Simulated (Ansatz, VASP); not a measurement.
**Se: VASP beside Ansatz**

POSCAR

```
Se
1.0
    4.2926441753      0.0000000000      0.0000000000
   -2.1463220877      3.7175389052      0.0000000000
    0.0000000000      0.0000000000      5.0408601212
Se
3
Direct
    0.2284678487      0.0000000000      0.3333333333
    0.0000000000      0.2284678487      0.6666666667
    0.7715321513      0.7715321513      0.0000000000
```

The input INCAR.step1:

```
SYSTEM = Se
ALGO = Normal
EDIFF = 1E-4
ENCUT = 520
GGA = PE
ISMEAR = 0
LASPH = .TRUE.
LCHARG = .FALSE.
LREAL = .FALSE.
LWAVE = .TRUE.
NBANDS = 16
NELM = 100
PREC = Accurate
SIGMA = 0.01
```

Contents of INCAR.step2:

```
SYSTEM = Se
ALGO = Normal
EDIFF = 1E-6
ENCUT = 520
ISIF = 2
ISMEAR = 0
ISTART = 1
LASPH = .TRUE.
LCHARG = .FALSE.
LMIXTAU = .TRUE.
LREAL = .FALSE.
LWAVE = .FALSE.
METAGGA = R2SCAN
NBANDS = 16
NELM = 100
PREC = Accurate
SIGMA = 0.01
```

The input KPOINTS:

```
k-points
0
G
  12 12 6
  0 0 0
```

Input for Ansatz:

```yaml
crystal:
  lattice:
    - [4.2926441753, 0.0, 0.0]
    - [-2.1463220877, 3.7175389052, 0.0]
    - [0.0, 0.0, 5.0408601212]
  atoms:
    - { symbol: Se, position: [0.2284678487, 0.0, 0.3333333333] }
    - { symbol: Se, position: [0.0, 0.2284678487, 0.6666666667] }
    - { symbol: Se, position: [0.7715321513, 0.7715321513, 0.0] }
kpoints:
  mp_grid: { grid: [12, 12, 6] }
  band_path:
    path:
      - [0.0, 0.0, 0.0]
      - [0.5, 0.0, 0.0]
      - [0.3333333333, 0.3333333333, 0.0]
      - [0.0, 0.0, 0.5]
      - [0.5, 0.0, 0.5]
      - [0.3333333333, 0.3333333333, 0.5]
      - [0.161458, 0.419271, -0.5]
      - [0.35, 0.3, 0.5]
    npoints: 1
hamiltonian:
  xc: r2scan
scf:
  occupations: { method: fixed }
  n_extra_bands: 4
output:
  forces: true
  stress: true
  eigenvalues: true
```

Alike in both runs: task single point; functional r2SCAN; k mesh 12 × 12 × 6; no spin polarisation.

|  | VASP | Ansatz |
| --- | --- | --- |
| version | VASP 6.6.1 | Ansatz 0.2.0 |
| potentials or method | VASP PAW PBE potentials, release 64 (Se) | plane waves, PAW |
| plane-wave cutoff (eV) | 520 | 500 |
| occupations | gaussian, width 0.01 eV | fixed |
| valence electrons in the cell | 18 | 48 |

```tsv
	VASP	Ansatz	Ansatz less VASP
gap on the k mesh at the Fermi level (eV)	1.05	1.06	+0.011
pressure (GPa)	0.8	0.8	+0.03
traceless stress, the component that is largest in VASP (GPa)	-0.16	-0.14	+0.015
rms of the force components (eV/Å)	0.023	0.025	+0.0021
```

VASP's potentials were made for PBE, not for r2SCAN. Atom by atom the forces differ by 0.002 eV/Å (rms over components). VASP's potentials hold 18 valence electrons a cell and Ansatz's 48, so a difference there can come from the potentials and not from the codes.
